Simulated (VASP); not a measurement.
# CdS (P3m1) in VASP: a series of runs

The runs below take CdS through single point, with r2SCAN.

Program: VASP 6.6.1. These are calculated values, not measurements. Logs are shortened: lines on timing, memory, paths and dates and some standing lists are left out, and cuts for length are marked.

## Step 1: The cell of the first run

Symmetry: P3m1, No. 156, trigonal system. The conventional cell has a = 4.261 Å, b = 4.261 Å, c = 5.804 Å, α = 90.00°, β = 90.00°, γ = 120.00°. Within 3.2 Å of Cd (site symmetry 3m) lie 3 S at 2.46 Å. S (site symmetry 3m) has 3 Cd at 2.46 Å within 3.2 Å.

## Step 2: Single point, r2SCAN

File POSCAR:

```
CdS
1.0
    4.2611700000      0.0000000000      0.0000000000
   -2.1305850000      3.6902814698      0.0000000000
    0.0000000000      0.0000000000      5.8041730000
Cd S
1 1
Direct
    0.0000000000      0.0000000000      0.4426920000
    0.6666666667      0.3333333333      0.4343080000
```

File INCAR.step1:

```
  ALGO = Normal
  EDIFF = 1E-5
  ENCUT = 550
  GGA = PE
  GGA_COMPAT = False
  ISMEAR = -1
  LASPH = True
  LCHARG = False
  LREAL = False
  LWAVE = True
  NBANDS = 16
  NELM = 120
  PREC = Accurate
  SIGMA = 0.1
```

File INCAR.step2:

```
  ALGO = Normal
  EDIFF = 1E-6
  ENCUT = 550
  GGA_COMPAT = False
  ISIF = 2
  ISMEAR = -1
  ISTART = 1
  LASPH = True
  LCHARG = True
  LELF = True
  LMIXTAU = True
  LREAL = False
  LVHAR = True
  LWAVE = False
  METAGGA = R2SCAN
  NBANDS = 16
  NELM = 120
  PREC = Accurate
  SIGMA = 0.1
```

File KPOINTS:

```
k-points
0
Gamma
  4 4 3
```

Potentials or basis: VASP PAW PBE potentials, release 64 (Cd, S).

Started as:

```
> cat potpaw_PBE.64/Cd/POTCAR potpaw_PBE.64/S/POTCAR > POTCAR
> cp INCAR.step1 INCAR
> mpirun -np 1 vasp_std > vasp.out
> cp INCAR.step2 INCAR
> mpirun -np 1 vasp_std > vasp.out
```

OUTCAR:

```text
EDIFF = 1E-6
   ENCUT = 550
   ISIF = 2
   ISMEAR = -1
   ISTART = 1
   LASPH = True
   LREAL = False
   METAGGA = R2SCAN
   NELM = 120
   PREC = Accurate

 ion  position               nearest neighbor table
   1  0.000  0.000  0.443-   2 2.46   2 2.46   2 2.46
   2  0.667  0.333  0.434-   1 2.46   1 2.46   1 2.46

  LATTYP: Found a hexagonal cell.
 ALAT       =     4.2611700000
 C/A-ratio  =     1.3621078248

  Lattice vectors:

 A1 = (   4.2611700000,   0.0000000000,   0.0000000000)
 A2 = (  -2.1305850000,   3.6902814698,   0.0000000000)
 A3 = (   0.0000000000,   0.0000000000,   5.8041730000)

Analysis of symmetry for initial positions (statically):
=====================================================================
 Subroutine PRICEL returns:
 Original cell was already a primitive cell.

 Routine SETGRP: Setting up the symmetry group for a
 hexagonal supercell.

 Subroutine GETGRP returns: Found  6 space group operations
 (whereof  6 operations were pure point group operations)
 out of a pool of 24 trial point group operations.

The static configuration has the point symmetry C_3v.

Analysis of symmetry for dynamics (positions and initial velocities):
=====================================================================
 Subroutine PRICEL returns:
 Original cell was already a primitive cell.

 Routine SETGRP: Setting up the symmetry group for a
 hexagonal supercell.

 Subroutine GETGRP returns: Found  6 space group operations
 (whereof  6 operations were pure point group operations)
 out of a pool of 24 trial point group operations.

The dynamic configuration has the point symmetry C_3v.

 Subroutine INISYM returns: Found  6 space group operations
 (whereof  6 operations are pure point group operations),
 and found     1 'primitive' translations

----------------------------------------------------------------------------------------

                                     Primitive cell

  volume of cell :      91.2701

  direct lattice vectors                    reciprocal lattice vectors
     4.261170000  0.000000000  0.000000000     0.234677330  0.135491020  0.000000000
    -2.130585000  3.690281470  0.000000000     0.000000000  0.270982040  0.000000000
     0.000000000  0.000000000  5.804173000     0.000000000  0.000000000  0.172289834

  length of vectors
     4.261170000  4.261170000  5.804173000     0.270982040  0.270982040  0.172289834

  position of ions in fractional coordinates (direct lattice)
     0.000000000  0.000000000  0.442692000
     0.666666667  0.333333333  0.434308000

  ion indices of the primitive-cell ions
   primitive index   ion index
                 1           1
                 2           2

----------------------------------------------------------------------------------------

 KPOINTS: k-points

Automatic generation of k-mesh.
 Grid dimensions read from file:
 generate k-points for:    4    4    3

 Generating k-lattice:

  Cartesian coordinates                     Fractional coordinates (reciprocal lattice)
     0.058669333  0.033872755  0.000000000     0.250000000  0.000000000  0.000000000
     0.000000000  0.067745510  0.000000000     0.000000000  0.250000000  0.000000000
     0.000000000  0.000000000  0.057429945     0.000000000  0.000000000  0.333333333

  Length of vectors
     0.067745510  0.067745510  0.057429945

  Shift w.r.t. Gamma in fractional coordinates (k-lattice)
     0.000000000  0.000000000  0.000000000

 Subroutine IBZKPT returns following result:
 ===========================================

 Found      9 irreducible k-points:

 Following reciprocal coordinates:
            Coordinates               Weight
  0.000000  0.000000  0.000000      1.000000
  0.250000  0.000000  0.000000      6.000000
  0.500000  0.000000  0.000000      3.000000
  0.250000  0.250000  0.000000      6.000000
  0.000000  0.000000  0.333333      2.000000
  0.250000  0.000000  0.333333      6.000000
  0.000000  0.250000  0.333333      6.000000
  0.500000  0.000000  0.333333      6.000000
  0.250000  0.250000  0.333333     12.000000
   k-points           NKPTS =      9   k-points in BZ     NKDIM =      9   number of bands    NBANDS=     16
   number of dos      NEDOS =    301   number of ions     NIONS =      2
   total plane-waves  NPLWV =  62208
   dimension x,y,z NGX =    36 NGY =   36 NGZ =   48
   dimension x,y,z NGXF=    72 NGYF=   72 NGZF=   96
   ions per type =               1   1
   NGX,Y,Z   is equivalent  to a cutoff of  14.05, 14.05, 13.75 a.u.
   NGXF,Y,Z  is equivalent  to a cutoff of  28.09, 28.09, 27.50 a.u.
 SYSTEM =  unknown system
   PREC   = accura    normal or accurate (medium, high low for compatibility)
   ISTART =      1    job   : 0-new  1-cont  2-samecut
   ICHARG =      0    charge: 1-file 2-atom 10-const
   ISPIN  =      1    spin polarized calculation?
   LNONCOLLINEAR =      F non collinear calculations
   LSORBIT =      F    spin-orbit coupling
   LASPH  =      T    aspherical Exc in radial PAW
   ENCUT  =  550.0 eV  40.42 Ry    6.36 a.u.   8.15  8.15 11.10*2*pi/ulx,y,z
   NELM   =    120;   NELMIN=  2; NELMDL=  0     # of ELM steps
   EDIFF  = 0.1E-05   stopping-criterion for ELM
   LREAL  =      F    real-space projection
   EDIFFG = 0.1E-04   stopping-criterion for IOM
   NSW    =      0    number of steps for IOM
   IBRION =     -1    ionic relax: 0-MD 1-quasi-New 2-CG
   NFREE  =      0    steps in history (QN), initial steepest desc. (CG)
   ISIF   =      2    stress and relaxation
   ISYM   =      2    0-nonsym 1-usesym 2-fastsym
   POTIM  = 0.5000    time-step for ionic-motion
   TEBEG  =    0.0;   TEEND  =   0.0 temperature during run
   PSTRESS=    0.0 pullay stress
   NELECT =      18.0000    total number of electrons
   NUPDOWN=      -1.0000    fix difference up-down
   EMIN   =  10.00;   EMAX   =-10.00  energy-range for DOS
   EFERMI =   0.00;   METHOD = LEGACY
   ISMEAR =    -1;   SIGMA  =   0.10  broadening in eV -4-tet -1-fermi 0-gaus
   EFERMI_NEDOS =   21; number of points for ismear=-14 and -15
   IALGO  =     38    algorithm
   IMIX   =      4    mixing-type and parameters
     AMIX     =   0.40;   BMIX     =  1.00
     AMIX_MAG =   1.60;   BMIX_MAG =  1.00
  volume/ion in A,a.u.               =      45.64       307.96
  Fermi-wavevector in a.u.,A,eV,Ry     =   0.952919  1.800756 12.354840  0.908055
  Thomas-Fermi vector in A             =   2.081527
   LORBIT       =      0    0 simple, 1 ext, 2 COOP (PROOUT), +10 PAW based schemes
   METAGGA = R2SCAN    functional components
   LHFCALC =     F    Hartree Fock is set to
   AEXX    =    0.0000 exact exchange contribution
   IVDW    =     0    specifies the selected vdW correction
   LEPSILON=     F    determine dielectric tensor
   LRPA    =     F    only Hartree local field effects (RPA)
 non-spin polarized calculation
  energy-cutoff  :      550.00
  volume of cell :       91.27
 maximum number of plane-waves:      2686
 NGX is ok and might be reduce to    36
   NGX = 17   NGY = 17   NGZ = 23

 number of electron      17.9999999 magnetization

 Free energy of the ion-electron system (eV)
  ---------------------------------------------------
  ext. energy  EPLUGINS =         0.00000000
  ---------------------------------------------------
  free energy    TOTEN  =       -29.00060916 eV

  energy without entropy =      -29.00058790  energy(sigma->0) =      -29.00059853

 E-fermi :  -1.2836     XC(G=0):  -6.4613

 val. band max:       -2.3250750948   @ k =   0.0000   0.0000   0.3333
 cond. band min:      -0.4315796653   @ k =   0.0000   0.0000   0.0000
 fundamental gap:      1.8934954295
 Fermi energy:        -1.2836304485

 k-point     1 :       0.0000    0.0000    0.0000
  band No.  band energies     occupation
      1     -14.4381      2.00000
      2     -10.2277      2.00000
      3     -10.2277      2.00000
      4      -9.7145      2.00000
      5      -9.7145      2.00000
      6      -9.5181      2.00000
[... 8 lines left out ...]
     15       9.0813      0.00000
     16       9.9616      0.00000

 k-point     2 :       0.2500    0.0000    0.0000
  band No.  band energies     occupation
      1     -14.2698      2.00000
      2     -10.1295      2.00000
      3     -10.0791      2.00000
      4      -9.7726      2.00000
      5      -9.7226      2.00000
      6      -9.4403      2.00000
[... 8 lines left out ...]
     15       9.0834      0.00000
     16       9.3506      0.00000

 k-point     3 :       0.5000    0.0000    0.0000
  band No.  band energies     occupation
      1     -14.1001      2.00000
      2      -9.9569      2.00000
      3      -9.9155      2.00000
      4      -9.8272      2.00000
      5      -9.7305      2.00000
      6      -9.2924      2.00000
[... 8 lines left out ...]
     15       8.4182      0.00000
     16       8.9993      0.00000

 k-point     4 :       0.2500    0.2500    0.0000
  band No.  band energies     occupation
      1     -14.1005      2.00000
      2     -10.0343      2.00000
      3      -9.8931      2.00000
      4      -9.8144      2.00000
      5      -9.7439      2.00000
      6      -9.2342      2.00000
[... 8 lines left out ...]
     15       6.9597      0.00000
     16       8.3546      0.00000

 k-point     5 :       0.0000    0.0000    0.3333
  band No.  band energies     occupation
      1     -14.4354      2.00000
      2     -10.2276      2.00000
      3     -10.2276      2.00000
      4      -9.7149      2.00000
      5      -9.7149      2.00000
      6      -9.5113      2.00000
[... 8 lines left out ...]
     15       9.3077      0.00000
     16       9.5796      0.00000

 k-point     6 :       0.2500    0.0000    0.3333
  band No.  band energies     occupation
      1     -14.2674      2.00000
      2     -10.1292      2.00000
      3     -10.0790      2.00000
      4      -9.7737      2.00000
      5      -9.7231      2.00000
      6      -9.4352      2.00000
[... 8 lines left out ...]
     15       8.2388      0.00000
     16       8.8038      0.00000

 k-point     7 :       0.0000    0.2500    0.3333
  band No.  band energies     occupation
      1     -14.2674      2.00000
      2     -10.1292      2.00000
      3     -10.0790      2.00000
      4      -9.7737      2.00000
      5      -9.7231      2.00000
      6      -9.4352      2.00000
[... 8 lines left out ...]
     15       8.1382      0.00000
     16       8.8142      0.00000

 k-point     8 :       0.5000    0.0000    0.3333
  band No.  band energies     occupation
      1     -14.0982      2.00000
      2      -9.9555      2.00000
      3      -9.9155      2.00000
      4      -9.8288      2.00000
      5      -9.7309      2.00000
      6      -9.2914      2.00000
[... 8 lines left out ...]
     15       8.2868      0.00000
     16       9.2045      0.00000

 k-point     9 :       0.2500    0.2500    0.3333
  band No.  band energies     occupation
      1     -14.0985      2.00000
      2     -10.0335      2.00000
      3      -9.8928      2.00000
      4      -9.8158      2.00000
      5      -9.7446      2.00000
      6      -9.2325      2.00000
[... 8 lines left out ...]
     15       8.1624      0.00000
     16       9.6294      0.00000

------------------------ aborting loop because EDIFF is reached ----------------------------------------

  FORCE on cell =-STRESS in cart. coord.  units (eV):
  Direction    XX          YY          ZZ          XY          YZ          ZX
  --------------------------------------------------------------------------------------
  -------------------------------------------------------------------------------------
  Total       -0.5267879     -0.5267879     -0.0519366      0.0000000     -0.0000000      0.0000000
  in kB       -9.2473577     -9.2473577     -0.9117066      0.0000000     -0.0000000      0.0000000
  external PRESSURE =      -6.4688073 kB  Pullay stress =       0.0000000 kB

 VOLUME and BASIS-vectors are now :
 -----------------------------------------------------------------------------
  energy-cutoff  :      550.00
  volume of cell :       91.27
      direct lattice vectors                 reciprocal lattice vectors
     4.261170000  0.000000000  0.000000000     0.234677330  0.135491020  0.000000000
    -2.130585000  3.690281470  0.000000000     0.000000000  0.270982040  0.000000000
     0.000000000  0.000000000  5.804173000     0.000000000  0.000000000  0.172289834

 POSITION                                       TOTAL-FORCE (eV/Angst)
 -----------------------------------------------------------------------------------
      0.00000      0.00000      2.56946         0.000000     -0.000000     -0.011045
      2.13059      1.23009      2.52080        -0.000000      0.000000      0.011045
 -----------------------------------------------------------------------------------
    total drift:                                0.000000     -0.000000      0.000115

  FREE ENERGIE OF THE ION-ELECTRON SYSTEM (eV)
  ---------------------------------------------------
  free  energy   TOTEN  =       -29.0006091559 eV

  energy  without entropy=      -29.0005878960  energy(sigma->0) =      -29.00059853
```

It took 50 s on 1 thread of AMD EPYC 9R45 (Zen 5), shared host; peak memory 0.22 GiB.

Results:

| Item | Value |
| --- | --- |
| Free energy | -29.0006 eV |
| Pressure | -0.6 GPa |
| Largest force | 0.011 eV/Å |
| Band gap on the k mesh | 1.89 eV |

Forces on the atoms (eV/Å):
```
Cd   0.000  0.000 -0.011
S    0.000  0.000  0.011
```

Levels at points of the mesh, in eV from the valence-band top:
```
           k point  band 6  band 7  band 8  band 9  band 10  band 11  band 12  band 13
(0.00, 0.00, 0.00)   -7.19   -1.12    0.00    0.00     1.89     5.88     7.42     7.42
(0.50, 0.00, 0.00)   -6.97   -3.62   -1.34   -0.22     4.10     5.57     7.08     7.84
```

Caveat: the k points lie up to 0.43 Å⁻¹ apart; the PAW data sets were made with another functional, which shifts forces and pressure a little. A k mesh can miss the band edges.

## Step 3: Single point, r2SCAN

POSCAR is that of step 2.

File INCAR.step1:

```
ALGO = Normal
EDIFF = 1E-5
ENCUT = 550
GGA = PE
GGA_COMPAT = F
ISMEAR = -1
LASPH = T
LCHARG = F
LREAL = F
LWAVE = T
NBANDS = 16
NELM = 120
PREC = Accurate
SIGMA = 0.1
```

File INCAR.step2:

```
ALGO = Normal
EDIFF = 1E-6
ENCUT = 550
GGA_COMPAT = F
ISIF = 2
ISMEAR = -1
ISTART = 1
LASPH = T
LCHARG = F
LMIXTAU = T
LREAL = F
LWAVE = F
METAGGA = R2SCAN
NBANDS = 16
NELM = 120
PREC = Accurate
SIGMA = 0.1
```

File KPOINTS:

```
k-points
0
Gamma
  5 5 3
```

Potentials or basis: VASP PAW PBE potentials, release 64 (Cd, S).

Started as:

```
> cat potpaw_PBE.64/Cd/POTCAR potpaw_PBE.64/S/POTCAR > POTCAR
> cp INCAR.step1 INCAR
> mpirun -np 1 vasp_std > vasp.out
> cp INCAR.step2 INCAR
> mpirun -np 1 vasp_std > vasp.out
```

It took 66 s on 1 thread of AMD EPYC 9R45 (Zen 5), shared host; peak memory 0.23 GiB.

The run converged. Its results:

* Free energy: -29.0194 eV
* Pressure: -0.7 GPa
* Largest force: 0.013 eV/Å
* Band gap on the k mesh: 1.90 eV

Forces on the atoms (eV/Å):
```
Cd   0.000  0.000 -0.013
S    0.000  0.000  0.013
```

Stress tensor (GPa, compression positive):
```
-0.97  0.00  0.00
 0.00 -0.97  0.00
 0.00  0.00 -0.09
```

Levels at points of the mesh, in eV from the valence-band top:
| k point | band 6 | band 7 | band 8 | band 9 | band 10 | band 11 | band 12 | band 13 |
| --- | --- | --- | --- | --- | --- | --- | --- | --- |
| (0.00, 0.00, 0.00) | -7.18 | -1.12 | 0.00 | 0.00 | 1.90 | 5.89 | 7.43 | 7.43 |

Caveat: the PAW data sets were made with another functional, which shifts forces and pressure a little. A k mesh can miss the band edges.

## Step 4: Single point, r2SCAN

POSCAR is that of step 3.

File INCAR.step1:

```
PREC = Accurate ; ENCUT = 550
ISMEAR = -1 ; SIGMA = 0.1
LREAL = False ; LASPH = True
NELM = 120 ; NBANDS = 16
GGA = PE ; ALGO = Normal
EDIFF = 1E-5 ; LWAVE = True
LCHARG = False ; GGA_COMPAT = False
```

File INCAR.step2:

```
PREC = Accurate ; ENCUT = 550
EDIFF = 1E-6 ; ISMEAR = -1
SIGMA = 0.1 ; LREAL = False
LASPH = True ; NELM = 120
ALGO = Normal ; ISIF = 2
LWAVE = False ; LCHARG = False
METAGGA = R2SCAN ; LMIXTAU = True
NBANDS = 16 ; ISTART = 1
GGA_COMPAT = False
```

File KPOINTS:

```
Automatic mesh
0
Gamma
  6 6 4
```

Started as:

```
> cat potpaw_PBE.64/Cd/POTCAR potpaw_PBE.64/S/POTCAR > POTCAR
> cp INCAR.step1 INCAR
> mpirun -np 1 vasp_std > vasp.out
> cp INCAR.step2 INCAR
> mpirun -np 1 vasp_std > vasp.out
```

Wall time 2 min (1 thread of AMD EPYC 9R45 (Zen 5), shared host); peak memory 0.23 GiB.

The run converged. Its results:

- Free energy: -29.0244 eV
- Pressure: -0.7 GPa
- Largest force: 0.013 eV/Å
- Band gap on the k mesh: 1.90 eV

Forces on the atoms (eV/Å):
```
Cd   0.000  0.000 -0.013
S    0.000  0.000  0.013
```

Stress tensor (GPa, compression positive):
```
-0.98  0.00  0.00
 0.00 -0.98  0.00
 0.00  0.00 -0.09
```

Levels at points of the mesh, in eV from the valence-band top:
```
           k point  band 7  band 8  band 9  band 10  band 11  band 12
(0.00, 0.00, 0.00)   -1.12    0.00    0.00     1.90     5.90     7.43
(0.50, 0.00, 0.00)   -3.61   -1.34   -0.22     4.11     5.58     7.09
(0.00, 0.00, 0.50)   -1.33    0.00    0.00     2.23     5.37     7.48
(0.50, 0.00, 0.50)   -3.58   -1.33   -0.33     4.29     4.60     8.11
```

Caveat: the PAW data sets were made with another functional, which shifts forces and pressure a little. A k mesh can miss the band edges.

## Step 5: Overview

```csv
k mesh,gap on the mesh (eV),pressure (GPa),largest force (eV/Å)
4 × 4 × 3,1.89,-0.6,0.01
5 × 5 × 3,1.90,-0.7,0.01
6 × 6 × 4,1.90,-0.7,0.01
```

Alike in all rows: task single point; level r2SCAN; potentials or basis VASP PAW PBE potentials, release 64 (Cd, S); no spin polarisation; cell as given; cutoff (eV) 550; smearing fermi-dirac 0.1 eV.

Caveats: some runs use coarse meshes; the PAW data sets were made with another functional, which shifts forces and pressure a little.

Absolute energies hang on the potentials; compare differences alone.
